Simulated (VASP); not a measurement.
# W (Fd-3m) in VASP: notebook

Runs on W. Level: PBE. Tasks: relaxation of cell and atoms, single point.

Program: VASP 6.6.1. These are calculated values, not measurements. Logs are shortened: lines on timing, memory, paths and dates and some standing lists are left out, and cuts for length are marked.

## 1. The cell of the first run

It takes space group Fd-3m (No. 227, cubic). The conventional cell has a = 5.826 Å, b = 5.826 Å, c = 5.826 Å, α = 90.00°, β = 90.00°, γ = 90.00°. W (site symmetry -43m) has 4 W at 2.52 Å within 3.3 Å.

## 2. Relaxation of cell and atoms, PBE

The input, INCAR:

```
PREC = Accurate ; ENCUT = 600
EDIFF = 1E-7 ; ISMEAR = 1
SIGMA = 0.1 ; LREAL = False
LASPH = True ; NELM = 100
ALGO = Normal ; ISIF = 3
LWAVE = False ; LCHARG = False
GGA = PE ; IBRION = 2
NSW = 80 ; EDIFFG = -0.03
```

The input, KPOINTS:

```
Automatic mesh
0
Gamma
  7 7 7
```

The input, POSCAR:

```
W
1.0
    0.0000000000      2.9132019586      2.9132019586
    2.9132019586      0.0000000000      2.9132019586
    2.9132019586      2.9132019586      0.0000000000
W
2
Direct
    0.0000000000      0.0000000000      0.0000000000
    0.2500000000      0.2500000000      0.2500000000
```

Potentials or basis: VASP PAW PBE potentials, release 64 (W_sv).

Launch:

```bash
> cat potpaw_PBE.64/W_sv/POTCAR > POTCAR
> mpirun -np 1 vasp_std > vasp.out
```

OUTCAR:

```text
PREC = Accurate
   ENCUT = 600
   EDIFF = 1E-7
   ISMEAR = 1
   LREAL = False
   LASPH = True
   NELM = 100
   ISIF = 3
   GGA = PE
   IBRION = 2
   NSW = 80
   EDIFFG = -0.03

 ion  position               nearest neighbor table
   1  0.000  0.000  0.000-   2 2.52   2 2.52   2 2.52   2 2.52
   2  0.250  0.250  0.250-   1 2.52   1 2.52   1 2.52   1 2.52

  LATTYP: Found a face centered cubic cell.
 ALAT       =     5.8264039172

  Lattice vectors:

 A1 = (   0.0000000000,   2.9132019586,   2.9132019586)
 A2 = (   2.9132019586,   0.0000000000,   2.9132019586)
 A3 = (   2.9132019586,   2.9132019586,   0.0000000000)

Analysis of symmetry for initial positions (statically):
=====================================================================
 Subroutine PRICEL returns:
 Original cell was already a primitive cell.

 Routine SETGRP: Setting up the symmetry group for a
 face centered cubic supercell.

 Subroutine GETGRP returns: Found 48 space group operations
 (whereof 24 operations were pure point group operations)
 out of a pool of 48 trial point group operations.

The static configuration has the point symmetry T_d .
 The point group associated with its full space group is O_h .

Analysis of symmetry for dynamics (positions and initial velocities):
=====================================================================
 Subroutine PRICEL returns:
 Original cell was already a primitive cell.

 Routine SETGRP: Setting up the symmetry group for a
 face centered cubic supercell.

 Subroutine GETGRP returns: Found 48 space group operations
 (whereof 24 operations were pure point group operations)
 out of a pool of 48 trial point group operations.

The dynamic configuration has the point symmetry T_d .
 The point group associated with its full space group is O_h .

 Subroutine INISYM returns: Found 48 space group operations
 (whereof 24 operations are pure point group operations),
 and found     1 'primitive' translations

----------------------------------------------------------------------------------------

                                     Primitive cell

  volume of cell :      49.4472

  direct lattice vectors                    reciprocal lattice vectors
     0.000000000  2.913201959  2.913201959    -0.171632454  0.171632454  0.171632454
     2.913201959  0.000000000  2.913201959     0.171632454 -0.171632454  0.171632454
     2.913201959  2.913201959  0.000000000     0.171632454  0.171632454 -0.171632454

  length of vectors
     4.119889720  4.119889720  4.119889720     0.297276130  0.297276130  0.297276130

  position of ions in fractional coordinates (direct lattice)
     0.000000000  0.000000000  0.000000000
     0.250000000  0.250000000  0.250000000

  ion indices of the primitive-cell ions
   primitive index   ion index
                 1           1
                 2           2

----------------------------------------------------------------------------------------

 KPOINTS: Automatic mesh

Automatic generation of k-mesh.
 Grid dimensions read from file:
 generate k-points for:    7    7    7

 Generating k-lattice:

  Cartesian coordinates                     Fractional coordinates (reciprocal lattice)
    -0.024518922  0.024518922  0.024518922     0.142857143  0.000000000  0.000000000
     0.024518922 -0.024518922  0.024518922     0.000000000  0.142857143  0.000000000
     0.024518922  0.024518922 -0.024518922     0.000000000  0.000000000  0.142857143

  Length of vectors
     0.042468019  0.042468019  0.042468019

  Shift w.r.t. Gamma in fractional coordinates (k-lattice)
     0.000000000  0.000000000  0.000000000

 Subroutine IBZKPT returns following result:
 ===========================================

 Found     20 irreducible k-points:

 Following reciprocal coordinates:
            Coordinates               Weight
  0.000000  0.000000  0.000000      1.000000
  0.142857  0.000000  0.000000      8.000000
  0.285714  0.000000  0.000000      8.000000
  0.428571  0.000000  0.000000      8.000000
  0.142857  0.142857  0.000000      6.000000
  0.285714  0.142857  0.000000     24.000000
[... 12 lines left out ...]
 -0.428571  0.428571  0.142857     24.000000
 -0.285714  0.428571  0.142857     24.000000
   k-points           NKPTS =     20   k-points in BZ     NKDIM =     20   number of bands    NBANDS=     18
   number of dos      NEDOS =    301   number of ions     NIONS =      2
   total plane-waves  NPLWV =  46656
   dimension x,y,z NGX =    36 NGY =   36 NGZ =   36
   dimension x,y,z NGXF=    72 NGYF=   72 NGZF=   72
   ions per type =               2
   NGX,Y,Z   is equivalent  to a cutoff of  14.53, 14.53, 14.53 a.u.
   NGXF,Y,Z  is equivalent  to a cutoff of  29.05, 29.05, 29.05 a.u.
 SYSTEM =  unknown system
   PREC   = accura    normal or accurate (medium, high low for compatibility)
   ISTART =      0    job   : 0-new  1-cont  2-samecut
   ICHARG =      2    charge: 1-file 2-atom 10-const
   ISPIN  =      1    spin polarized calculation?
   LNONCOLLINEAR =      F non collinear calculations
   LSORBIT =      F    spin-orbit coupling
   LASPH  =      T    aspherical Exc in radial PAW
   ENCUT  =  600.0 eV  44.10 Ry    6.64 a.u.   8.23  8.23  8.23*2*pi/ulx,y,z
   NELM   =    100;   NELMIN=  2; NELMDL= -5     # of ELM steps
   EDIFF  = 0.1E-06   stopping-criterion for ELM
   LREAL  =      F    real-space projection
   EDIFFG = -.3E-01   stopping-criterion for IOM
   NSW    =     80    number of steps for IOM
   IBRION =      2    ionic relax: 0-MD 1-quasi-New 2-CG
   NFREE  =      1    steps in history (QN), initial steepest desc. (CG)
   ISIF   =      3    stress and relaxation
   ISYM   =      2    0-nonsym 1-usesym 2-fastsym
   POTIM  = 0.5000    time-step for ionic-motion
   TEBEG  =    0.0;   TEEND  =   0.0 temperature during run
   PSTRESS=    0.0 pullay stress
   NELECT =      28.0000    total number of electrons
   NUPDOWN=      -1.0000    fix difference up-down
   EMIN   =  10.00;   EMAX   =-10.00  energy-range for DOS
   EFERMI =   0.00;   METHOD = LEGACY
   ISMEAR =     1;   SIGMA  =   0.10  broadening in eV -4-tet -1-fermi 0-gaus
   EFERMI_NEDOS =   21; number of points for ismear=-14 and -15
   IALGO  =     38    algorithm
   IMIX   =      4    mixing-type and parameters
     AMIX     =   0.40;   BMIX     =  1.00
     AMIX_MAG =   1.60;   BMIX_MAG =  1.00
  volume/ion in A,a.u.               =      24.72       166.84
  Fermi-wavevector in a.u.,A,eV,Ry     =   1.354400  2.559445 24.958515  1.834399
  Thomas-Fermi vector in A             =   2.481575
   LORBIT       =      0    0 simple, 1 ext, 2 COOP (PROOUT), +10 PAW based schemes
   GGA     = PE    functional components
   LHFCALC =     F    Hartree Fock is set to
   AEXX    =    0.0000 exact exchange contribution
   IVDW    =     0    specifies the selected vdW correction
   LEPSILON=     F    determine dielectric tensor
   LRPA    =     F    only Hartree local field effects (RPA)
 conjugate gradient relaxation of ions
 non-spin polarized calculation
 Methfessel and Paxton  Order N= 1 SIGMA  =   0.10
  energy-cutoff  :      600.00
  volume of cell :       49.45
 maximum number of plane-waves:      1673
 NGX is ok and might be reduce to    36
   NGX = 17   NGY = 17   NGZ = 17

--------------------------------------- Ionic step        1  -------------------------------------------

 number of electron      28.0000004 magnetization

 Free energy of the ion-electron system (eV)
  ---------------------------------------------------
  ext. energy  EPLUGINS =         0.00000000
  ---------------------------------------------------
  free energy    TOTEN  =       -20.59372930 eV

  energy without entropy =      -20.58884389  energy(sigma->0) =      -20.59210083

------------------------ aborting loop because EDIFF is reached ----------------------------------------

  FORCE on cell =-STRESS in cart. coord.  units (eV):
  Direction    XX          YY          ZZ          XY          YZ          ZX
  --------------------------------------------------------------------------------------
  -------------------------------------------------------------------------------------
  Total        0.1610016      0.1610016      0.1610016      0.0000000      0.0000000      0.0000000
  in kB        5.2167383      5.2167383      5.2167383      0.0000000      0.0000000      0.0000000
  external PRESSURE =       5.2167383 kB  Pullay stress =       0.0000000 kB

 VOLUME and BASIS-vectors are now :
 -----------------------------------------------------------------------------
  energy-cutoff  :      600.00
  volume of cell :       49.45
      direct lattice vectors                 reciprocal lattice vectors
     0.000000000  2.913201959  2.913201959    -0.171632454  0.171632454  0.171632454
     2.913201959  0.000000000  2.913201959     0.171632454 -0.171632454  0.171632454
     2.913201959  2.913201959  0.000000000     0.171632454  0.171632454 -0.171632454
[... 37 lines left out ...]
 POSITION                                       TOTAL-FORCE (eV/Angst)
 -----------------------------------------------------------------------------------
      2.92452      2.92452      5.84903         0.000000      0.000000      0.000000
      1.46226      1.46226      1.46226        -0.000000     -0.000000     -0.000000
 -----------------------------------------------------------------------------------
    total drift:                                0.000000      0.000000      0.000000

  FREE ENERGIE OF THE ION-ELECTRON SYSTEM (eV)
  ---------------------------------------------------
  free  energy   TOTEN  =       -20.5931733189 eV

  energy  without entropy=      -20.5877864237  energy(sigma->0) =      -20.59137769

--------------------------------------- Ionic step        3  -------------------------------------------

 number of electron      28.0000005 magnetization

 Free energy of the ion-electron system (eV)
  ---------------------------------------------------
  ext. energy  EPLUGINS =         0.00000000
  ---------------------------------------------------
  free energy    TOTEN  =       -20.59408659 eV

  energy without entropy =      -20.58896769  energy(sigma->0) =      -20.59238029

 E-fermi :   5.2249     XC(G=0): -10.7585

 val. band max:        5.2069949264   @ k =  -0.4286   0.2857   0.0000
 cond. band min:       5.2309485177   @ k =  -0.4286   0.4286   0.1429
 fundamental gap:      0.0239535913
 Fermi energy:         5.2249358943

 k-point     1 :       0.0000    0.0000    0.0000
  band No.  band energies     occupation
      1     -67.9460      2.00000
      2     -67.6357      2.00000
      3     -32.5245      2.00000
      4     -32.5245      2.00000
      5     -32.5245      2.00000
      6     -31.6244      2.00000
[... 10 lines left out ...]
     17       6.7376     -0.00000
     18      10.4501      0.00000
[... 419 lines left out ...]
 POSITION                                       TOTAL-FORCE (eV/Angst)
 -----------------------------------------------------------------------------------
      0.00000      0.00000     -0.00000         0.000000      0.000000      0.000000
      1.45877      1.45877      1.45877        -0.000000     -0.000000     -0.000000
 -----------------------------------------------------------------------------------
    total drift:                                0.000000      0.000000      0.000000

  FREE ENERGIE OF THE ION-ELECTRON SYSTEM (eV)
  ---------------------------------------------------
  free  energy   TOTEN  =       -20.5940865862 eV

  energy  without entropy=      -20.5889676919  energy(sigma->0) =      -20.59238029

 reached required accuracy - stopping structural energy minimisation
```

Wall time 2.1 min (1 thread of AMD EPYC 7R13, shared host); peak memory 0.17 GiB.

Results:

| Property | Result |
| --- | --- |
| Free energy | -20.5941 eV |
| Relaxed volume | 24.83 Å³/atom |
| Relaxed cell | a = 4.126 Å, b = 4.126 Å, c = 4.126 Å, α = 60.00°, β = 60.00°, γ = 60.00° |
| Space group after relaxing (to 0.05 Å) | Fd-3m (No. 227) |
| Energy gained by relaxing | 0.2 meV/atom |
| Ionic steps | 3 |
| Pressure after relaxing | 0.0 GPa |
| Band gap on the k mesh | zero (band 14 reaches 5.60 eV, above the bottom of band 15 at 4.75 eV) |

Step by step:
```csv
step,energy change (eV),largest force (eV/Å),pressure (GPa),volume (Å³)
1,0.0000,0.0000,0.52,49.45
2,0.0006,0.0000,-0.81,50.03
3,-0.0004,0.0000,0.00,49.67
```

Final structure:
```xyz
2
Lattice="0.0000 2.9175 2.9175 2.9175 0.0000 2.9175 2.9175 2.9175 0.0000" Properties=species:S:1:pos:R:3 pbc="T T T"
W     0.0000    0.0000    0.0000
W     1.4588    1.4588    1.4588
```

Levels at points of the mesh, in eV from the Fermi level:
| k point | band 11 | band 12 | band 13 | band 14 | band 15 | band 16 | band 17 | band 18 |
| --- | --- | --- | --- | --- | --- | --- | --- | --- |
| (0.00, 0.00, 0.00) | -1.86 | -1.10 | -1.10 | -1.10 | 1.51 | 1.51 | 1.51 | 5.23 |

Caveat: spin-orbit coupling is left out, which moves the levels of the heavy elements.

## 3. Single point, PBE

The input, INCAR:

```
SYSTEM = W
PREC     = Accurate       ! precision mode
ENCUT    = 520            ! plane-wave cutoff, eV
EDIFF    = 1E-7           ! SCF threshold, eV
ISMEAR   = 1              ! smearing method
SIGMA    = 0.1            ! smearing width, eV
LREAL    = .False.        ! projectors in reciprocal space
LASPH    = .True.         ! aspherical terms in the spheres
NELM     = 100            ! most SCF steps
ALGO     = Normal         ! electronic algorithm
ISIF     = 2              ! what is computed and relaxed
LWAVE    = .False.        ! write WAVECAR
LCHARG   = .True.         ! write CHGCAR
GGA      = PE             ! functional
LELF     = .True.         ! ELF
LVHAR    = .True.       
NBANDS   = 21             ! bands
```

The input, KPOINTS:

```
Automatic mesh
0
Gamma
  7 7 7
  0 0 0
```

POSCAR is that of step 2.

Potentials or basis: VASP PAW PBE potentials, release 64 (W_sv).

Launch:

```bash
> cat potpaw_PBE.64/W_sv/POTCAR > POTCAR
> mpirun -np 1 vasp_std > vasp.out
```

Run time: 24 s. Hardware: 1 thread of Intel Xeon 8259CL, shared host; peak memory 0.17 GiB.

The run converged. Its results:

```yaml
Free_energy: -20.5936 eV
Pressure: 0.5 GPa
Band_gap_on_the_k_mesh: zero (band 14 reaches 5.64 eV, above the bottom of band 15 at 4.80 eV)
```

Levels at points of the mesh, in eV from the Fermi level:
```
           k point  band 12  band 13  band 14  band 15  band 16  band 17
(0.00, 0.00, 0.00)    -1.10    -1.10    -1.10     1.52     1.52     1.52
```

Caveat: spin-orbit coupling is left out, which moves the levels of the heavy elements.

## 4. Single point, PBE

The input, INCAR:

```
ALGO = Normal ; EDIFF = 1E-7
ENCUT = 520 ; GGA = PE
ISIF = 2 ; ISMEAR = 1
LASPH = T ; LCHARG = F
LREAL = F ; LWAVE = F
NBANDS = 21 ; NELM = 100
PREC = Accurate ; SIGMA = 0.1
```

The input, KPOINTS:

```
k-points
0
Gamma
  7 7 7
```

POSCAR is that of step 3.

Launch:

```bash
> cat potpaw_PBE.64/W_sv/POTCAR > POTCAR
> mpirun -np 1 vasp_std > vasp.out
```

Wall time 24 s (1 thread of Intel Xeon 8259CL, shared host); peak memory 0.17 GiB.

Results (log left out):

* Free energy: -20.5936 eV
* Pressure: 0.5 GPa
* Band gap on the k mesh: zero (band 14 reaches 5.64 eV, above the bottom of band 15 at 4.80 eV)

Levels at points of the mesh, in eV from the Fermi level:
| k point | band 10 | band 11 | band 12 | band 13 | band 14 | band 15 | band 16 | band 17 | band 18 | band 19 |
| --- | --- | --- | --- | --- | --- | --- | --- | --- | --- | --- |
| (0.00, 0.00, 0.00) | -1.87 | -1.87 | -1.10 | -1.10 | -1.10 | 1.52 | 1.52 | 1.52 | 5.25 | 5.25 |

Caveat: spin-orbit coupling is left out, which moves the levels of the heavy elements.

(Continued in part 2 of 2.)
